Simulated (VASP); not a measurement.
# TiO2 in VASP: further runs, part 2 of 2

VASP 6.6.1. Earlier steps stand in the parts before.

## Step 5: Single point, PBE+U (atoms shifted along a free coordinate)

File INCAR:

```
SYSTEM = TiO2
PREC = Accurate
ENCUT = 520
EDIFF = 1E-6
ISMEAR = 0
SIGMA = 0.05
LREAL = .FALSE.
LASPH = .TRUE.
NELM = 150
ALGO = Normal
ISIF = 2
LWAVE = .FALSE.
LCHARG = .FALSE.
LMAXMIX = 4
LDAU = .TRUE.
LDAUTYPE = 2
LDAUL = 2 -1
LDAUU = 4 0
LDAUJ = 0 0
LDAUPRINT = 1
GGA = PE
NBANDS = 33
```

File KPOINTS:

```
Automatic mesh
0
G
  6 6 6
  0 0 0
```

File POSCAR:

```
TiO2
1.0
    2.7556872760     -2.7557638530     -0.0205630457
    2.7556872760      2.7557638530     -0.0205630457
   -2.7183033669      0.0000000000      5.0124994207
Ti O
2 4
Direct
    0.1250069486      0.8749930514      0.2500000000
    0.8749930514      0.1250069486      0.7500000000
    0.3363578248      0.0863811001      0.6727253715
    0.6636421752      0.9136188999      0.3272746285
    0.9136188999      0.6636421752      0.8272746285
    0.0863811001      0.3363578248      0.1727253715
```

Potentials or basis: VASP PAW PBE potentials, release 64 (Ti_sv, O).

Started as:

```sh
$ cat potpaw_PBE.64/Ti_sv/POTCAR potpaw_PBE.64/O/POTCAR > POTCAR
$ mpirun -np 1 vasp_std > vasp.out
```

OUTCAR:

```text
SYSTEM = TiO2
   PREC = Accurate
   ENCUT = 520
   EDIFF = 1E-6
   ISMEAR = 0
   LREAL = .FALSE.
   LASPH = .TRUE.
   NELM = 150
   ISIF = 2
   GGA = PE

 ion  position               nearest neighbor table
   1  0.125  0.875  0.250-   4 1.99   6 1.99   6 1.99   4 1.99   3 2.11   5 2.11
   2  0.875  0.125  0.750-   5 1.99   3 1.99   5 1.99   3 1.99   6 2.11   4 2.11
   3  0.336  0.086  0.673-   2 1.99   2 1.99   1 2.11
   4  0.664  0.914  0.327-   1 1.99   1 1.99   2 2.11
   5  0.914  0.664  0.827-   2 1.99   2 1.99   1 2.11
   6  0.086  0.336  0.173-   1 1.99   1 1.99   2 2.11

[... 1145 lines left out ...]
  -------------------------------------------------------------------------------------
  Total       -3.3927830     -3.3921125     -6.8567435      0.0000000      0.0000000     -0.0259135
  in kB      -71.6921206    -71.6779539   -144.8882786      0.0000000      0.0000000     -0.5475721
  external PRESSURE =     -96.0861177 kB  Pullay stress =       0.0000000 kB

 VOLUME and BASIS-vectors are now :
 -----------------------------------------------------------------------------
  energy-cutoff  :      520.00
  volume of cell :       75.82
      direct lattice vectors                 reciprocal lattice vectors
     2.755687276 -2.755763853 -0.020563046     0.182180168 -0.181437898  0.098797211
     2.755687276  2.755763853 -0.020563046     0.182180168  0.181437898  0.098797211
    -2.718303367  0.000000000  5.012499421     0.001494735  0.000000000  0.200311872

 POSITION                                       TOTAL-FORCE (eV/Angst)
 -----------------------------------------------------------------------------------
      2.07611      2.06678      1.23256        -0.000000      0.000122      0.000000
      0.71696     -2.06678      3.73881        -0.000000     -0.000122      0.000000
     -0.66374     -0.68888      3.36334        -0.006146     -0.000127     -0.832055
      3.45681      0.68888      1.60803         0.006146      0.000127      0.832055
      2.09765     -0.68888      4.11428         0.006146     -0.000127      0.832055
      0.69542      0.68888      0.85709        -0.006146      0.000127     -0.832055
 -----------------------------------------------------------------------------------
    total drift:                               -0.000000     -0.000000      0.000000

  FREE ENERGIE OF THE ION-ELECTRON SYSTEM (eV)
  ---------------------------------------------------
  free  energy   TOTEN  =       -48.3216779827 eV

  energy  without entropy=      -48.3216779827  energy(sigma->0) =      -48.32167798
```

OSZICAR:

```text
N       E                     dE             d eps       ncg     rms          rms(c)
DAV:   1     0.666230898616E+03    0.66623E+03   -0.24412E+04  4496   0.167E+03
DAV:   2     0.329115687625E+02   -0.63332E+03   -0.59079E+03  5092   0.506E+02
DAV:   3    -0.624971362998E+02   -0.95409E+02   -0.93945E+02  6208   0.187E+02
DAV:   4    -0.682014945837E+02   -0.57044E+01   -0.56921E+01  6964   0.435E+01
DAV:   5    -0.684886506804E+02   -0.28716E+00   -0.28712E+00  5815   0.684E+00    0.294E+01
DAV:   6    -0.481431861631E+02    0.20345E+02   -0.89519E+01  6519   0.858E+01    0.999E+00
DAV:   7    -0.485190388222E+02   -0.37585E+00   -0.13973E+01  6181   0.260E+01    0.700E+00
DAV:   8    -0.483984712486E+02    0.12057E+00   -0.52958E-01  5960   0.538E+00    0.525E+00
DAV:   9    -0.483243462361E+02    0.74125E-01   -0.66254E-01  6184   0.815E+00    0.166E+00
DAV:  10    -0.483300266687E+02   -0.56804E-02   -0.23223E-01  6873   0.371E+00    0.722E-01
DAV:  11    -0.483303556226E+02   -0.32895E-03   -0.87139E-02  5917   0.158E+00    0.853E-01
DAV:  12    -0.483228659092E+02    0.74897E-02   -0.40124E-02  5990   0.212E+00    0.250E-01
DAV:  13    -0.483218072454E+02    0.10587E-02   -0.30741E-03  5885   0.586E-01    0.996E-02
DAV:  14    -0.483216917520E+02    0.11549E-03   -0.11124E-03  5929   0.216E-01    0.353E-02
DAV:  15    -0.483216777980E+02    0.13954E-04   -0.74386E-05  5878   0.800E-02    0.125E-02
DAV:  16    -0.483216779827E+02   -0.18472E-06   -0.19603E-06  4469   0.988E-03
   1 F= -.48321678E+02 E0= -.48321678E+02  d E =-.624808E-27
```

stdout:

```text
POSCAR found type information on POSCAR TiO
 POSCAR found :  2 types and       6 ions
 scaLAPACK will be used
 LDA part: xc-table for (Slater+PW92), standard interpolation
 POSCAR, INCAR and KPOINTS ok, starting setup
 FFT: planning ... GRIDC
 FFT: planning ... GRID_SOFT
 FFT: planning ... GRID
 WAVECAR not read
 entering main loop
```

It took 1.8 min on 1 thread of Intel Xeon 6975P-C (Granite Rapids), shared host; peak memory 0.27 GiB.

What came out:

- Free energy: -48.3217 eV
- Pressure: -9.6 GPa
- Largest force: 0.832 eV/Å
- Band gap on the k mesh: 2.29 eV (least direct gap 2.70 eV)

Forces on the atoms (eV/Å):
```
Ti   0.000  0.000  0.000
Ti   0.000  0.000  0.000
O   -0.006  0.000 -0.832
O    0.006  0.000  0.832
O    0.006  0.000  0.832
O   -0.006  0.000 -0.832
```

Eigenvalues of the final occupation matrices:
```csv
site,spin,trace,eigenvalues
site 1 d,1,0.76,0.09 0.09 0.11 0.22 0.24
site 1 d,2,0.76,0.09 0.09 0.11 0.22 0.24
site 2 d,1,0.76,0.09 0.09 0.11 0.22 0.24
site 2 d,2,0.76,0.09 0.09 0.11 0.22 0.24
```

Caveat: the cell differs from its parent crystal (atoms shifted along a free coordinate); the stress differs along the axes, from -14 to -7 GPa. A k mesh can miss the band edges.

## Step 6: Summary

```tsv
cell	gap on the mesh (eV)	pressure (GPa)	largest force (eV/Å)
a = 3.858, b = 3.858, c = 5.644 Å, angles 110.0, 110.0, 90.0°, 6 atoms, atomic positions A	2.72	3.5	1.57
a = 3.858, b = 3.858, c = 5.644 Å, angles 110.0, 110.0, 90.0°, 6 atoms, atomic positions B	2.63	-2.2	0.02
a = 3.897, b = 3.897, c = 5.702 Å, angles 110.0, 110.0, 90.0°, 6 atoms, atomic positions C	2.65	0.1	1.92
a = 3.897, b = 3.897, c = 5.702 Å, angles 110.0, 110.0, 90.0°, 6 atoms, atomic positions D	2.29	-9.6	0.83
```

Alike in all rows: task single point; level PBE+U; potentials or basis VASP PAW PBE potentials, release 64 (Ti_sv, O); no spin polarisation; Ti d U = 4.0 eV; k mesh 6 × 6 × 6; cutoff (eV) 520; smearing gaussian 0.05 eV.

Caveats: forces of over 1 eV/Å act on the atoms, so gaps and moduli don't describe the material at rest (at least some runs); the stress differs along the axes, from -1 to 13 GPa (at least some runs); the stress differs along the axes, from -5 to 11 GPa (at least some runs); the stress differs along the axes, from -14 to -7 GPa (at least some runs).

Total energies depend on the potentials used, so only differences within one code and one set of settings carry meaning.
